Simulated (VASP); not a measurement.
H7C2F, 30 atoms in the cell. The cell holds an amorphous packing of atoms, 30 atoms: a = 7.230 Å, b = 7.230 Å, c = 7.230 Å, α = 90.00°, β = 90.00°, γ = 90.00°. 

* Program: VASP 6.6.1
* Task: single point
* Functional: PBE
* Dispersion: D3(BJ)
* Potentials or basis: VASP PAW PBE potentials, release 64 (C, H, F)
* Cutoff: 520 eV
* k mesh: 1 × 1 × 1
* Occupations: fermi-dirac, width 0.02 eV
* Spin: no spin polarisation
* Dipole correction: no
* Further INCAR settings: LREAL = Auto; ALGO = Normal; EDIFF = 1e-06; NBANDS = 54

Potentials or basis: VASP PAW PBE potentials, release 64 (C, H, F).

Command:

```console
$ cat potpaw_PBE.64/C/POTCAR potpaw_PBE.64/H/POTCAR potpaw_PBE.64/F/POTCAR > POTCAR
$ mpirun -np 1 vasp_gam > vasp.out
```

Hardware: 1 thread of Intel(R) Xeon(R) Platinum 8259CL CPU @ 2.50GHz (Skylake/Cascade Lake), with other jobs on the host.

Problem. Estimate the wall time of this run.

Solution. It took 57 s on 1 thread of Intel(R) Xeon(R) Platinum 8259CL CPU @ 2.50GHz (Skylake/Cascade Lake), on a shared host, peak memory 0.35 GiB. Counts: scf iterations 17, k points 1.
